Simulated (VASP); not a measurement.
Here is a VASP 6.6.1 calculation.

The input INCAR:

```
SYSTEM = B
PREC = Accurate
ENCUT = 600
EDIFF = 1E-7
ISMEAR = -1
SIGMA = 0.08
LREAL = .FALSE.
LASPH = .TRUE.
NELM = 80
ALGO = Normal
ISIF = 3
LWAVE = .FALSE.
LCHARG = .FALSE.
GGA = PE
IBRION = 2
NSW = 60
EDIFFG = -0.005
PSTRESS = 1600.0
```

The input KPOINTS:

```
regular mesh
0
G
  25 25 25
  0 0 0
```

Contents of POSCAR:

```
B
1.0
    0.0000000000      1.2833718094      1.2833718094
    1.2833718094      0.0000000000      1.2833718094
    1.2833718094      1.2833718094      0.0000000000
B
1
Direct
    0.0000000000      0.0000000000      0.0000000000
```

Potentials or basis: VASP PAW PBE potentials, release 64 (B).

Command:

```bash
$ cat potpaw_PBE.64/B/POTCAR > POTCAR
$ mpirun -np 1 vasp_std > vasp.out
```

Question: What does it give for the relaxed cell?

Answer: a = 1.818 Å, b = 1.818 Å, c = 1.818 Å, α = 60.00°, β = 60.00°, γ = 60.00°.

Question: What does it give for the space group after relaxing (to 0.05 Å)?

Answer: Fm-3m (No. 225).

Question: What does it give for the relaxed volume?

Answer: 4.25 Å³/atom.

The path:
```tsv
step	energy change (eV)	largest force (eV/Å)	pressure (GPa)	volume (Å³)
1	0.0000	0.0000	164.30	4.23
2	-0.0688	0.0000	151.73	4.30
3	-0.0236	0.0000	160.01	4.25
```

Caveat: the cell is relaxed towards a set pressure, so the enthalpy falls and the energy may rise.
